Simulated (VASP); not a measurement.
# InGaAs2 (P-4m2) in VASP: single point with PBEsol

Aim: the single point of InGaAs2 with PBEsol.

Program: VASP 6.6.1. These are calculated values, not measurements. Logs are shortened: lines on timing, memory, paths and dates and some standing lists are left out, and cuts for length are marked.

## 1. The cell of the first run

It takes space group P-4m2 (No. 115, tetragonal). The conventional cell has a = 4.394 Å, b = 4.394 Å, c = 5.962 Å, α = 90.00°, β = 90.00°, γ = 90.00°. Within 3.6 Å of In (site symmetry -4m2) lie 4 As at 2.72 Å. Ga (site symmetry -4m2) has 4 As at 2.59 Å within 3.4 Å. As (site symmetry 2mm) has 2 Ga at 2.59 Å and 2 In at 2.72 Å within 3.4 Å.

## 2. Single point, PBEsol (strain +0.0400 x Voigt [1, 1, 0, 0, 0, 0])

INCAR

```
  ALGO = Normal
  EDIFF = 1E-7
  ENCUT = 520
  GGA = PS
  ISIF = 2
  ISMEAR = 0
  LASPH = True
  LCHARG = False
  LREAL = False
  LWAVE = False
  NBANDS = 26
  NELM = 60
  PREC = Accurate
  SIGMA = 0.15
```

KPOINTS

```
k-points
0
Gamma
  12 12 8
```

POSCAR

```
InGaAs2
1.0
    4.3940012495      0.0000000000      0.0000000000
    0.0000000000      4.3940012495      0.0000000000
    0.0000000000      0.0000000000      5.9621480000
In Ga As
1 1 2
Direct
    0.0000000000      0.0000000000      0.5000000000
    0.5000000000      0.5000000000      0.0000000000
    0.5000000000      0.0000000000      0.7684750000
    0.0000000000      0.5000000000      0.2315250000
```

Potentials or basis: VASP PAW PBE potentials, release 64 (In_d, Ga_d, As).

Command:

```
$ cat potpaw_PBE.64/In_d/POTCAR potpaw_PBE.64/Ga_d/POTCAR potpaw_PBE.64/As/POTCAR > POTCAR
$ mpirun -np 1 vasp_std > vasp.out
```

OUTCAR:

```text
EDIFF = 1E-7
   ENCUT = 520
   GGA = PS
   ISIF = 2
   ISMEAR = 0
   LASPH = True
   LREAL = False
   NELM = 60
   PREC = Accurate

 ion  position               nearest neighbor table
   1  0.000  0.000  0.500-   3 2.72   4 2.72   4 2.72   3 2.72
   2  0.500  0.500  0.000-   3 2.59   4 2.59   3 2.59   4 2.59
   3  0.500  0.000  0.768-   2 2.59   2 2.59   1 2.72   1 2.72
   4  0.000  0.500  0.232-   2 2.59   2 2.59   1 2.72   1 2.72

  LATTYP: Found a simple tetragonal cell.
 ALAT       =     4.3940012495
 C/A-ratio  =     1.3568835468

  Lattice vectors:

 A1 = (   4.3940012495,   0.0000000000,   0.0000000000)
 A2 = (   0.0000000000,   4.3940012495,   0.0000000000)
 A3 = (   0.0000000000,   0.0000000000,   5.9621480000)

Analysis of symmetry for initial positions (statically):
=====================================================================
 Subroutine PRICEL returns:
 Original cell was already a primitive cell.

 Routine SETGRP: Setting up the symmetry group for a
 simple tetragonal supercell.

 Subroutine GETGRP returns: Found  8 space group operations
 (whereof  8 operations were pure point group operations)
 out of a pool of 16 trial point group operations.

The static configuration has the point symmetry D_2d.

Analysis of symmetry for dynamics (positions and initial velocities):
=====================================================================
 Subroutine PRICEL returns:
 Original cell was already a primitive cell.

 Routine SETGRP: Setting up the symmetry group for a
 simple tetragonal supercell.

 Subroutine GETGRP returns: Found  8 space group operations
 (whereof  8 operations were pure point group operations)
 out of a pool of 16 trial point group operations.

The dynamic configuration has the point symmetry D_2d.

 Subroutine INISYM returns: Found  8 space group operations
 (whereof  8 operations are pure point group operations),
 and found     1 'primitive' translations

----------------------------------------------------------------------------------------

                                     Primitive cell

  volume of cell :     115.1127

  direct lattice vectors                    reciprocal lattice vectors
     4.394001249  0.000000000  0.000000000     0.227583003  0.000000000  0.000000000
     0.000000000  4.394001249  0.000000000     0.000000000  0.227583003  0.000000000
     0.000000000  0.000000000  5.962148000     0.000000000  0.000000000  0.167724786

  length of vectors
     4.394001249  4.394001249  5.962148000     0.227583003  0.227583003  0.167724786

  position of ions in fractional coordinates (direct lattice)
     0.000000000  0.000000000  0.500000000
     0.500000000  0.500000000  0.000000000
     0.500000000  0.000000000  0.768475000
     0.000000000  0.500000000  0.231525000

  ion indices of the primitive-cell ions
   primitive index   ion index
                 1           1
                 2           2
                 3           3
                 4           4

----------------------------------------------------------------------------------------

 KPOINTS: k-points

Automatic generation of k-mesh.
 Grid dimensions read from file:
 generate k-points for:   12   12    8

 Generating k-lattice:

  Cartesian coordinates                     Fractional coordinates (reciprocal lattice)
     0.018965250  0.000000000  0.000000000     0.083333333  0.000000000  0.000000000
     0.000000000  0.018965250  0.000000000     0.000000000  0.083333333  0.000000000
     0.000000000  0.000000000  0.020965598     0.000000000  0.000000000  0.125000000

  Length of vectors
     0.018965250  0.018965250  0.020965598

  Shift w.r.t. Gamma in fractional coordinates (k-lattice)
     0.000000000  0.000000000  0.000000000

 Subroutine IBZKPT returns following result:
 ===========================================

 Found    140 irreducible k-points:

 Following reciprocal coordinates:
            Coordinates               Weight
  0.000000  0.000000  0.000000      1.000000
  0.083333  0.000000  0.000000      4.000000
  0.166667  0.000000  0.000000      4.000000
  0.250000  0.000000  0.000000      4.000000
  0.333333  0.000000  0.000000      4.000000
  0.416667  0.000000  0.000000      4.000000
[... 16 lines left out ...]
  0.333333  0.333333  0.000000      4.000000
  0.416667  0.333333  0.000000      8.000000
 [... further k-points ...]
   k-points           NKPTS =    140   k-points in BZ     NKDIM =    140   number of bands    NBANDS=     26
   number of dos      NEDOS =    301   number of ions     NIONS =      4
   total plane-waves  NPLWV =  62208
   dimension x,y,z NGX =    36 NGY =   36 NGZ =   48
   dimension x,y,z NGXF=    72 NGYF=   72 NGZF=   96
   ions per type =               1   1   2
   NGX,Y,Z   is equivalent  to a cutoff of  13.62, 13.62, 13.38 a.u.
   NGXF,Y,Z  is equivalent  to a cutoff of  27.24, 27.24, 26.77 a.u.
 SYSTEM =  unknown system
   PREC   = accura    normal or accurate (medium, high low for compatibility)
   ISTART =      0    job   : 0-new  1-cont  2-samecut
   ICHARG =      2    charge: 1-file 2-atom 10-const
   ISPIN  =      1    spin polarized calculation?
   LNONCOLLINEAR =      F non collinear calculations
   LSORBIT =      F    spin-orbit coupling
   LASPH  =      T    aspherical Exc in radial PAW
   ENCUT  =  520.0 eV  38.22 Ry    6.18 a.u.   8.17  8.17 11.09*2*pi/ulx,y,z
   NELM   =     60;   NELMIN=  2; NELMDL= -5     # of ELM steps
   EDIFF  = 0.1E-06   stopping-criterion for ELM
   LREAL  =      F    real-space projection
   EDIFFG = 0.1E-05   stopping-criterion for IOM
   NSW    =      0    number of steps for IOM
   IBRION =     -1    ionic relax: 0-MD 1-quasi-New 2-CG
   NFREE  =      0    steps in history (QN), initial steepest desc. (CG)
   ISIF   =      2    stress and relaxation
   ISYM   =      2    0-nonsym 1-usesym 2-fastsym
   POTIM  = 0.5000    time-step for ionic-motion
   TEBEG  =    0.0;   TEEND  =   0.0 temperature during run
   PSTRESS=    0.0 pullay stress
   NELECT =      36.0000    total number of electrons
   NUPDOWN=      -1.0000    fix difference up-down
   EMIN   =  10.00;   EMAX   =-10.00  energy-range for DOS
   EFERMI =   0.00;   METHOD = LEGACY
   ISMEAR =     0;   SIGMA  =   0.15  broadening in eV -4-tet -1-fermi 0-gaus
   EFERMI_NEDOS =   21; number of points for ismear=-14 and -15
   IALGO  =     38    algorithm
   IMIX   =      4    mixing-type and parameters
     AMIX     =   0.40;   BMIX     =  1.00
     AMIX_MAG =   1.60;   BMIX_MAG =  1.00
  volume/ion in A,a.u.               =      28.78       194.20
  Fermi-wavevector in a.u.,A,eV,Ry     =   1.111223  2.099907 16.800705  1.234817
  Thomas-Fermi vector in A             =   2.247784
   LORBIT       =      0    0 simple, 1 ext, 2 COOP (PROOUT), +10 PAW based schemes
   GGA     = PS    functional components
   LHFCALC =     F    Hartree Fock is set to
   AEXX    =    0.0000 exact exchange contribution
   IVDW    =     0    specifies the selected vdW correction
   LEPSILON=     F    determine dielectric tensor
   LRPA    =     F    only Hartree local field effects (RPA)
 non-spin polarized calculation
 Gauss-broadening in eV      SIGMA  =   0.15
  energy-cutoff  :      520.00
  volume of cell :      115.11
 maximum number of plane-waves:      3132
 NGX is ok and might be reduce to    36
   NGX = 17   NGY = 17   NGZ = 23

 number of electron      35.9999983 magnetization

 Free energy of the ion-electron system (eV)
  ---------------------------------------------------
  ext. energy  EPLUGINS =         0.00000000
  ---------------------------------------------------
  free energy    TOTEN  =       -17.21158741 eV

  energy without entropy =      -17.21108939  energy(sigma->0) =      -17.21133840

 E-fermi :   3.0191     XC(G=0):  -8.9271

 val. band max:        2.9197075124   @ k =   0.0000   0.0000   0.0000
 cond. band min:       3.1945973559   @ k =   0.5000   0.0000   0.5000
 fundamental gap:      0.2748898436
 Fermi energy:         3.0190530041

 k-point     1 :       0.0000    0.0000    0.0000
  band No.  band energies     occupation
      1     -11.7548      2.00000
      2     -11.7254      2.00000
      3     -11.7254      2.00000
      4     -11.7072      2.00000
      5     -11.6692      2.00000
      6     -11.2650      2.00000
[... 18 lines left out ...]
     25       9.7492      0.00000
     26      11.4781      0.00000

 k-point     2 :       0.0833    0.0000    0.0000
  band No.  band energies     occupation
      1     -11.7543      2.00000
      2     -11.7262      2.00000
      3     -11.7253      2.00000
      4     -11.7068      2.00000
      5     -11.6695      2.00000
      6     -11.2631      2.00000
[... 18 lines left out ...]
     25      10.0273      0.00000
     26      11.0430      0.00000

 k-point     3 :       0.1667    0.0000    0.0000
  band No.  band energies     occupation
      1     -11.7530      2.00000
      2     -11.7282      2.00000
      3     -11.7251      2.00000
      4     -11.7056      2.00000
      5     -11.6701      2.00000
      6     -11.2581      2.00000
[... 18 lines left out ...]
     25      10.3711      0.00000
     26      10.5910      0.00000

 k-point     4 :       0.2500    0.0000    0.0000
  band No.  band energies     occupation
      1     -11.7520      2.00000
      2     -11.7304      2.00000
      3     -11.7247      2.00000
      4     -11.7038      2.00000
      5     -11.6711      2.00000
      6     -11.2522      2.00000
[... 18 lines left out ...]
     25       9.7983      0.00000
     26       9.9304      0.00000
[... 496 lines left out ...]
      1     -11.7540      2.00000
      2     -11.7459      2.00000
      3     -11.7098      2.00000
      4     -11.6994      2.00000
      5     -11.6755      2.00000
      6     -11.2414      2.00000
[... 18 lines left out ...]
     25      10.5008      0.00000
     26      10.5520      0.00000

 k-point    23 :       0.3333    0.3333    0.0000
  band No.  band energies     occupation
      1     -11.7527      2.00000
      2     -11.7482      2.00000
      3     -11.7079      2.00000
      4     -11.7006      2.00000
      5     -11.6755      2.00000
      6     -11.2377      2.00000
[... 18 lines left out ...]
     25       9.7430      0.00000
     26      10.2136      0.00000

 k-point    24 :       0.4167    0.3333    0.0000
  band No.  band energies     occupation
      1     -11.7540      2.00000
      2     -11.7503      2.00000
      3     -11.7052      2.00000
      4     -11.6997      2.00000
      5     -11.6764      2.00000
      6     -11.2378      2.00000
[... 18 lines left out ...]
     25      10.1070      0.00000
     26      10.7792      0.00000

 [... further k-points ...]

------------------------ aborting loop because EDIFF is reached ----------------------------------------

  FORCE on cell =-STRESS in cart. coord.  units (eV):
  Direction    XX          YY          ZZ          XY          YZ          ZX
  --------------------------------------------------------------------------------------
  -------------------------------------------------------------------------------------
  Total       -4.5495078     -4.5495078     -3.2039501      0.0000000      0.0000000      0.0000000
  in kB      -63.3216023    -63.3216023    -44.5936713      0.0000000      0.0000000      0.0000000
  external PRESSURE =     -57.0789586 kB  Pullay stress =       0.0000000 kB

 VOLUME and BASIS-vectors are now :
 -----------------------------------------------------------------------------
  energy-cutoff  :      520.00
  volume of cell :      115.11
      direct lattice vectors                 reciprocal lattice vectors
     4.394001249  0.000000000  0.000000000     0.227583003  0.000000000  0.000000000
     0.000000000  4.394001249  0.000000000     0.000000000  0.227583003  0.000000000
     0.000000000  0.000000000  5.962148000     0.000000000  0.000000000  0.167724786

 POSITION                                       TOTAL-FORCE (eV/Angst)
 -----------------------------------------------------------------------------------
      0.00000      0.00000      2.98107         0.000000      0.000000      0.000000
      2.19700      2.19700      0.00000        -0.000000      0.000000      0.000000
      2.19700      0.00000      4.58176         0.000000     -0.000000     -0.024755
      0.00000      2.19700      1.38039         0.000000     -0.000000      0.024755
 -----------------------------------------------------------------------------------
    total drift:                                0.000000      0.000000      0.000000

  FREE ENERGIE OF THE ION-ELECTRON SYSTEM (eV)
  ---------------------------------------------------
  free  energy   TOTEN  =       -17.2115874139 eV

  energy  without entropy=      -17.2110893895  energy(sigma->0) =      -17.21133840
```

It took 7.8 min on 1 thread of Intel Xeon 8259CL, shared host; peak memory 0.56 GiB.

Results:

```
Free energy   : -17.2116 eV
Pressure      : -5.7 GPa
Largest force : 0.025 eV/Å
```

Forces on the atoms (eV/Å):
```
In   0.000  0.000  0.000
Ga   0.000  0.000  0.000
As   0.000  0.000 -0.025
As   0.000  0.000  0.025
```

Levels at points of the mesh, in eV from the Fermi level:
```tsv
k point	band 14	band 15	band 16	band 17	band 18	band 19	band 20	band 21	band 22	band 23
(0.00, 0.00, 0.00)	-2.39	-2.39	-0.99	-0.16	-0.16	-0.10	1.42	1.43	3.56	3.65
(0.50, 0.00, 0.00)	-4.77	-2.70	-2.47	-1.46	-0.97	1.54	2.45	4.54	4.66	4.97
(0.50, 0.50, 0.00)	-5.56	-2.23	-2.13	-2.13	-1.97	1.55	1.55	1.62	1.91	8.06
(0.00, 0.00, 0.50)	-3.83	-1.80	-1.80	-1.24	-1.24	1.43	1.78	2.53	2.74	5.61
(0.50, 0.00, 0.50)	-5.52	-1.41	-0.89	-0.88	-0.86	0.18	0.66	4.28	4.29	4.31
(0.50, 0.50, 0.50)	-5.34	-2.87	-2.76	-2.68	-2.68	3.81	3.86	4.40	4.40	4.86
```

Caveat: the cell differs from its parent crystal (strain +0.0400 x Voigt [1, 1, 0, 0, 0, 0]); the cell stands under tension; the PAW data sets were made with another functional, which shifts forces and pressure a little; spin-orbit coupling is left out, which moves the levels of the heavy elements.
